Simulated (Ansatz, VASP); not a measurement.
W in VASP and in Ansatz

File INCAR:

```
SYSTEM = W
  ALGO = Fast
  EDIFF = 1E-7
  ENCUT = 520
  GGA = CA
  ISIF = 2
  ISMEAR = 0
  LASPH = .TRUE.
  LCHARG = .FALSE.
  LREAL = .FALSE.
  LWAVE = .FALSE.
  NBANDS = 13
  NELM = 60
  PREC = Accurate
  SIGMA = 0.15
```

KPOINTS

```
k-points
0
G
  22 22 22
  0 0 0
```

The input POSCAR:

```
W
1.0
    0.0000000000      1.9262252738      2.2479048945
    1.9262252738      0.0000000000      2.2479048945
    1.9262252738      1.9262252738      0.0000000000
W
1
Direct
    0.0000000000      0.0000000000      0.0000000000
```

Input for Ansatz:

```yaml
crystal:
  lattice:
    - [0.0, 1.9262252738, 2.2479048945]
    - [1.9262252738, 0.0, 2.2479048945]
    - [1.9262252738, 1.9262252738, 0.0]
  atoms:
    - { symbol: W, position: [0.0, 0.0, 0.0] }
basis:
  ecutwfc: 420
kpoints:
  mp_grid: { grid: [22, 22, 22] }
hamiltonian:
  xc: lda
  pseudopotentials: { kind: paw, azcp: { folder: soft_1 } }
scf:
  occupations: { method: gaussian, width: 0.15 }
output:
  forces: true
  stress: true
  eigenvalues: true
```

Alike in both runs: task single point; functional LDA; k mesh 22 × 22 × 22; occupations gaussian, width 0.15 eV; no spin polarisation.

```csv
,VASP,Ansatz
version,VASP 6.6.1,Ansatz 0.2.0
potentials or method,"VASP PAW LDA potentials, release 64 (W_sv), cutoff 520 eV","scalar-relativistic, plane waves, PAW"
valence electrons in the cell,14,14
```

|  | VASP | Ansatz | Ansatz less VASP |
| --- | --- | --- | --- |
| gap on the k mesh at the Fermi level (eV) | none | none | - |
| pressure (GPa) | -15.2 | -16.6 | -1.38 |
| traceless stress, the component that is largest in VASP (GPa) | 3.39 | 3.52 | +0.126 |

Ansatz warns that its potentials were made for another functional, while VASP's fit it. LDA's correlation is that of Perdew and Zunger in VASP and of Perdew and Wang (1992) in Ansatz. A gap of «none» marks a metal or a gap that the smearing closes.

Spin-orbit coupling is off throughout.
